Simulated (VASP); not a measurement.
# As (Pm-3m) in VASP: a series of runs

The runs below take As through single point, with PBEsol.

All numbers are computed with VASP 6.6.1; they aren't measurements. Logs are shortened: lines on timing, memory, paths and dates and some standing lists are left out, and cuts for length are marked.

## 1. The cell of the first run

It takes space group Pm-3m (No. 221, cubic). The conventional cell has a = 2.580 Å, b = 2.580 Å, c = 2.580 Å, α = 90.00°, β = 90.00°, γ = 90.00°. Within 3.4 Å of As (site symmetry m-3m) lie 6 As at 2.58 Å.

## 2. Single point, PBEsol (volume scaled by 0.88)

Contents of INCAR:

```
SYSTEM = As
  PREC = Accurate
  ENCUT = 520
  EDIFF = 1E-7
  ISMEAR = -1
  SIGMA = 0.1
  LREAL = .False.
  LASPH = .True.
  NELM = 100
  ALGO = Normal
  ISIF = 2
  LWAVE = .False.
  LCHARG = .False.
  GGA = PS
  NBANDS = 8
```

Contents of KPOINTS:

```
Automatic mesh
0
Gamma
  13 13 13
  0 0 0
```

Contents of POSCAR:

```
As
1.0
    2.5795828197      0.0000000000      0.0000000000
    0.0000000000      2.5795828197      0.0000000000
    0.0000000000      0.0000000000      2.5795828197
As
1
Direct
    0.0000000000      0.0000000000      0.0000000000
```

Potentials or basis: VASP PAW PBE potentials, release 64 (As).

Run with:

```
$ cat potpaw_PBE.64/As/POTCAR > POTCAR
$ mpirun -np 1 vasp_std > vasp.out
```

OUTCAR:

```text
SYSTEM = As
   PREC = Accurate
   ENCUT = 520
   EDIFF = 1E-7
   ISMEAR = -1
   LREAL = .False.
   LASPH = .True.
   NELM = 100
   ISIF = 2
   GGA = PS

 ion  position               nearest neighbor table
   1  0.000  0.000  0.000-

  LATTYP: Found a simple cubic cell.
 ALAT       =     2.5795828197

  Lattice vectors:

 A1 = (   2.5795828197,   0.0000000000,   0.0000000000)
 A2 = (   0.0000000000,   2.5795828197,   0.0000000000)
 A3 = (   0.0000000000,   0.0000000000,   2.5795828197)

Analysis of symmetry for initial positions (statically):
=====================================================================
 Subroutine PRICEL returns:
 Original cell was already a primitive cell.

 Routine SETGRP: Setting up the symmetry group for a
 simple cubic supercell.

 Subroutine GETGRP returns: Found 48 space group operations
 (whereof 48 operations were pure point group operations)
 out of a pool of 48 trial point group operations.

The static configuration has the point symmetry O_h .

Analysis of symmetry for dynamics (positions and initial velocities):
=====================================================================
 Subroutine PRICEL returns:
 Original cell was already a primitive cell.

 Routine SETGRP: Setting up the symmetry group for a
 simple cubic supercell.

 Subroutine GETGRP returns: Found 48 space group operations
 (whereof 48 operations were pure point group operations)
 out of a pool of 48 trial point group operations.

The dynamic configuration has the point symmetry O_h .

 Subroutine INISYM returns: Found 48 space group operations
 (whereof 48 operations are pure point group operations),
 and found     1 'primitive' translations

----------------------------------------------------------------------------------------

                                     Primitive cell

  volume of cell :      17.1652

  direct lattice vectors                    reciprocal lattice vectors
     2.579582820  0.000000000  0.000000000     0.387659583  0.000000000  0.000000000
     0.000000000  2.579582820  0.000000000     0.000000000  0.387659583  0.000000000
     0.000000000  0.000000000  2.579582820     0.000000000  0.000000000  0.387659583

  length of vectors
     2.579582820  2.579582820  2.579582820     0.387659583  0.387659583  0.387659583

  position of ions in fractional coordinates (direct lattice)
     0.000000000  0.000000000  0.000000000

  ion indices of the primitive-cell ions
   primitive index   ion index
                 1           1

----------------------------------------------------------------------------------------

 KPOINTS: Automatic mesh

Automatic generation of k-mesh.
 Grid dimensions read from file:
 generate k-points for:   13   13   13

 Generating k-lattice:

  Cartesian coordinates                     Fractional coordinates (reciprocal lattice)
     0.029819968  0.000000000  0.000000000     0.076923077  0.000000000  0.000000000
     0.000000000  0.029819968  0.000000000     0.000000000  0.076923077  0.000000000
     0.000000000  0.000000000  0.029819968     0.000000000  0.000000000  0.076923077

  Length of vectors
     0.029819968  0.029819968  0.029819968

  Shift w.r.t. Gamma in fractional coordinates (k-lattice)
     0.000000000  0.000000000  0.000000000

 Subroutine IBZKPT returns following result:
 ===========================================

 Found     84 irreducible k-points:

 Following reciprocal coordinates:
            Coordinates               Weight
  0.000000  0.000000  0.000000      1.000000
  0.076923  0.000000  0.000000      6.000000
  0.153846  0.000000  0.000000      6.000000
  0.230769  0.000000  0.000000      6.000000
  0.307692  0.000000  0.000000      6.000000
  0.384615  0.000000  0.000000      6.000000
[... 16 lines left out ...]
  0.307692  0.307692  0.000000     12.000000
  0.384615  0.307692  0.000000     24.000000
 [... further k-points ...]
   k-points           NKPTS =     84   k-points in BZ     NKDIM =     84   number of bands    NBANDS=      8
   number of dos      NEDOS =    301   number of ions     NIONS =      1
   total plane-waves  NPLWV =   8000
   dimension x,y,z NGX =    20 NGY =   20 NGZ =   20
   dimension x,y,z NGXF=    40 NGYF=   40 NGZF=   40
   ions per type =               1
   NGX,Y,Z   is equivalent  to a cutoff of  12.89, 12.89, 12.89 a.u.
   NGXF,Y,Z  is equivalent  to a cutoff of  25.78, 25.78, 25.78 a.u.
 SYSTEM =  As
   PREC   = accura    normal or accurate (medium, high low for compatibility)
   ISTART =      0    job   : 0-new  1-cont  2-samecut
   ICHARG =      2    charge: 1-file 2-atom 10-const
   ISPIN  =      1    spin polarized calculation?
   LNONCOLLINEAR =      F non collinear calculations
   LSORBIT =      F    spin-orbit coupling
   LASPH  =      T    aspherical Exc in radial PAW
   ENCUT  =  520.0 eV  38.22 Ry    6.18 a.u.   4.80  4.80  4.80*2*pi/ulx,y,z
   NELM   =    100;   NELMIN=  2; NELMDL= -5     # of ELM steps
   EDIFF  = 0.1E-06   stopping-criterion for ELM
   LREAL  =      F    real-space projection
   EDIFFG = 0.1E-05   stopping-criterion for IOM
   NSW    =      0    number of steps for IOM
   IBRION =     -1    ionic relax: 0-MD 1-quasi-New 2-CG
   NFREE  =      0    steps in history (QN), initial steepest desc. (CG)
   ISIF   =      2    stress and relaxation
   ISYM   =      2    0-nonsym 1-usesym 2-fastsym
   POTIM  = 0.5000    time-step for ionic-motion
   TEBEG  =    0.0;   TEEND  =   0.0 temperature during run
   PSTRESS=    0.0 pullay stress
   NELECT =       5.0000    total number of electrons
   NUPDOWN=      -1.0000    fix difference up-down
   EMIN   =  10.00;   EMAX   =-10.00  energy-range for DOS
   EFERMI =   0.00;   METHOD = LEGACY
   ISMEAR =    -1;   SIGMA  =   0.10  broadening in eV -4-tet -1-fermi 0-gaus
   EFERMI_NEDOS =   21; number of points for ismear=-14 and -15
   IALGO  =     38    algorithm
   IMIX   =      4    mixing-type and parameters
     AMIX     =   0.40;   BMIX     =  1.00
     AMIX_MAG =   1.60;   BMIX_MAG =  1.00
  volume/ion in A,a.u.               =      17.17       115.84
  Fermi-wavevector in a.u.,A,eV,Ry     =   1.085214  2.050757 16.023435  1.177689
  Thomas-Fermi vector in A             =   2.221322
   LORBIT       =      0    0 simple, 1 ext, 2 COOP (PROOUT), +10 PAW based schemes
   GGA     = PS    functional components
   LHFCALC =     F    Hartree Fock is set to
   AEXX    =    0.0000 exact exchange contribution
   IVDW    =     0    specifies the selected vdW correction
   LEPSILON=     F    determine dielectric tensor
   LRPA    =     F    only Hartree local field effects (RPA)
 non-spin polarized calculation
  energy-cutoff  :      520.00
  volume of cell :       17.17
 maximum number of plane-waves:       471
 NGX is ok and might be reduce to    20
   NGX =  9   NGY =  9   NGZ =  9

 number of electron       4.9999999 magnetization

 Free energy of the ion-electron system (eV)
  ---------------------------------------------------
  ext. energy  EPLUGINS =         0.00000000
  ---------------------------------------------------
  free energy    TOTEN  =        -4.94669717 eV

  energy without entropy =       -4.93777553  energy(sigma->0) =       -4.94223635

 E-fermi :   7.6492     XC(G=0): -11.1731

 val. band max:        7.5775778188   @ k =   0.3077   0.2308   0.2308
 cond. band min:       7.7644769965   @ k =   0.3077   0.3077   0.3077
 fundamental gap:      0.1868991777
 Fermi energy:         7.6492407120

 k-point     1 :       0.0000    0.0000    0.0000
  band No.  band energies     occupation
      1      -8.8465      2.00000
      2      12.2365      0.00000
      3      12.2365      0.00000
      4      12.2365      0.00000
      5      16.1712      0.00000
      6      16.1712      0.00000
      7      19.2197      0.00000
      8      34.3653      0.00000

 k-point     2 :       0.0769    0.0000    0.0000
  band No.  band energies     occupation
      1      -8.7218      2.00000
      2      10.5741      0.00000
      3      12.3512      0.00000
      4      12.3512      0.00000
      5      16.2793      0.00000
      6      17.4036      0.00000
      7      19.9555      0.00000
      8      32.5625      0.00000

 k-point     3 :       0.1538    0.0000    0.0000
  band No.  band energies     occupation
      1      -8.3498      2.00000
      2       7.9036      0.14569
      3      12.6876      0.00000
      4      12.6876      0.00000
      5      16.6000      0.00000
      6      18.4317      0.00000
      7      22.4802      0.00000
      8      30.0335      0.00000

 k-point     4 :       0.2308    0.0000    0.0000
  band No.  band energies     occupation
      1      -7.7400      2.00000
      2       5.2850      2.00000
      3      13.2186      0.00000
      4      13.2186      0.00000
      5      17.1198      0.00000
      6      19.1667      0.00000
      7      25.5788      0.00000
      8      27.6743      0.00000

 k-point     5 :       0.3077    0.0000    0.0000
  band No.  band energies     occupation
      1      -6.9187      2.00000
      2       2.9068      2.00000
      3      13.8851      0.00000
      4      13.8851      0.00000
      5      17.8038      0.00000
      6      20.0182      0.00000
      7      25.6205      0.00000
      8      25.6205      0.00000
[... 177 lines left out ...]
 k-point    22 :       0.4615    0.2308    0.0000
  band No.  band energies     occupation
      1      -4.0393      2.00000
      2       0.5891      2.00000
      3       8.5254      0.00031
      4      14.6459      0.00000
      5      16.0005      0.00000
      6      22.1252      0.00000
      7      24.0297      0.00000
      8      24.7878      0.00000

 k-point    23 :       0.3077    0.3077    0.0000
  band No.  band energies     occupation
      1      -4.9869      2.00000
      2       4.2626      2.00000
      3       5.1757      2.00000
      4      15.2640      0.00000
      5      15.5183      0.00000
      6      21.0698      0.00000
      7      26.9819      0.00000
      8      27.4623      0.00000

 k-point    24 :       0.3846    0.3077    0.0000
  band No.  band energies     occupation
      1      -4.0241      2.00000
      2       2.6403      2.00000
      3       5.5906      2.00000
      4      13.5026      0.00000
      5      16.1883      0.00000
      6      22.0406      0.00000
      7      25.6222      0.00000
      8      27.0094      0.00000

 [... further k-points ...]

------------------------ aborting loop because EDIFF is reached ----------------------------------------

  FORCE on cell =-STRESS in cart. coord.  units (eV):
  Direction    XX          YY          ZZ          XY          YZ          ZX
  --------------------------------------------------------------------------------------
  -------------------------------------------------------------------------------------
  Total        1.7107901      1.7107901      1.7107901     -0.0000000     -0.0000000      0.0000000
  in kB      159.6830758    159.6830758    159.6830758     -0.0000000     -0.0000000      0.0000000
  external PRESSURE =     159.6830758 kB  Pullay stress =       0.0000000 kB

 VOLUME and BASIS-vectors are now :
 -----------------------------------------------------------------------------
  energy-cutoff  :      520.00
  volume of cell :       17.17
      direct lattice vectors                 reciprocal lattice vectors
     2.579582820  0.000000000  0.000000000     0.387659583  0.000000000  0.000000000
     0.000000000  2.579582820  0.000000000     0.000000000  0.387659583  0.000000000
     0.000000000  0.000000000  2.579582820     0.000000000  0.000000000  0.387659583

 POSITION                                       TOTAL-FORCE (eV/Angst)
 -----------------------------------------------------------------------------------
      0.00000      0.00000      0.00000         0.000000      0.000000      0.000000
 -----------------------------------------------------------------------------------
    total drift:                               -0.000000      0.000000      0.000000

  FREE ENERGIE OF THE ION-ELECTRON SYSTEM (eV)
  ---------------------------------------------------
  free  energy   TOTEN  =        -4.9466971677 eV

  energy  without entropy=       -4.9377755294  energy(sigma->0) =       -4.94223635
```

Wall time 25 s (1 thread of AMD EPYC 7R13, shared host); peak memory 0.1 GiB.

What came out:

```yaml
Free_energy: -4.9467 eV
Pressure: 16.0 GPa
```

Caveat: the PAW data sets were made with another functional, which shifts forces and pressure a little.

## 3. Single point, PBEsol (volume scaled by 0.92)

Contents of INCAR:

```
ALGO = Normal
EDIFF = 1E-6
ENCUT = 520
GGA = PS
ISIF = 2
ISMEAR = -1
LASPH = T
LCHARG = F
LREAL = F
LWAVE = F
NBANDS = 8
NELM = 80
PREC = Accurate
SIGMA = 0.1
```

Contents of KPOINTS:

```
k-points
0
Gamma
  13 13 13
```

Contents of POSCAR:

```
As
1.0
    2.6180897329      0.0000000000      0.0000000000
    0.0000000000      2.6180897329      0.0000000000
    0.0000000000      0.0000000000      2.6180897329
As
1
Direct
    0.0000000000      0.0000000000      0.0000000000
```

Potentials or basis: VASP PAW PBE potentials, release 64 (As).

Run with:

```
$ cat potpaw_PBE.64/As/POTCAR > POTCAR
$ mpirun -np 1 vasp_std > vasp.out
```

Wall time 20 s (1 thread of AMD EPYC 7R13, shared host); peak memory 0.1 GiB.

It converged, with:

* Free energy: -5.0085 eV
* Pressure: 9.6 GPa

Levels at points of the mesh, in eV from the Fermi level:
| k point | band 1 | band 2 | band 3 | band 4 | band 5 |
| --- | --- | --- | --- | --- | --- |
| (0.00, 0.00, 0.00) | -16.02 | 4.43 | 4.43 | 4.43 | 8.50 |

Caveat: the PAW data sets were made with another functional, which shifts forces and pressure a little.

## 4. Single point, PBEsol (volume scaled by 1.04)

Contents of INCAR:

```
PREC     = Accurate       # precision mode
ENCUT    = 520            # plane-wave cutoff, eV
EDIFF    = 1E-6           # SCF threshold, eV
ISMEAR   = -1             # smearing method
SIGMA    = 0.1            # smearing width, eV
LREAL    = F              # projectors in reciprocal space
LASPH    = T              # aspherical terms in the spheres
NELM     = 80             # most SCF steps
ALGO     = Normal         # electronic algorithm
ISIF     = 2              # what is computed and relaxed
LWAVE    = F              # write WAVECAR
LCHARG   = F              # write CHGCAR
GGA      = PS             # functional
NBANDS   = 8              # bands
```

Contents of KPOINTS:

```
Automatic mesh
0
Gamma
  13 13 13
```

Contents of POSCAR:

```
As
1.0
    2.7273007477      0.0000000000      0.0000000000
    0.0000000000      2.7273007477      0.0000000000
    0.0000000000      0.0000000000      2.7273007477
As
1
Direct
    0.0000000000      0.0000000000      0.0000000000
```

Run with:

```
$ cat potpaw_PBE.64/As/POTCAR > POTCAR
$ mpirun -np 1 vasp_std > vasp.out
```

It used 16 s of CPU time on 1 thread of AMD EPYC 7R13 (shared host).

It converged, with:

| Quantity | Value |
| --- | --- |
| Free energy | -5.0461 eV |
| Pressure | -3.1 GPa |

Levels at points of the mesh, in eV from the Fermi level:
| k point | band 1 | band 2 | band 3 | band 4 | band 5 | band 6 | band 7 |
| --- | --- | --- | --- | --- | --- | --- | --- |
| (0.00, 0.00, 0.00) | -14.84 | 3.97 | 3.97 | 3.97 | 8.40 | 8.40 | 10.09 |

Caveat: the PAW data sets were made with another functional, which shifts forces and pressure a little.

[end of part 1 of 2]
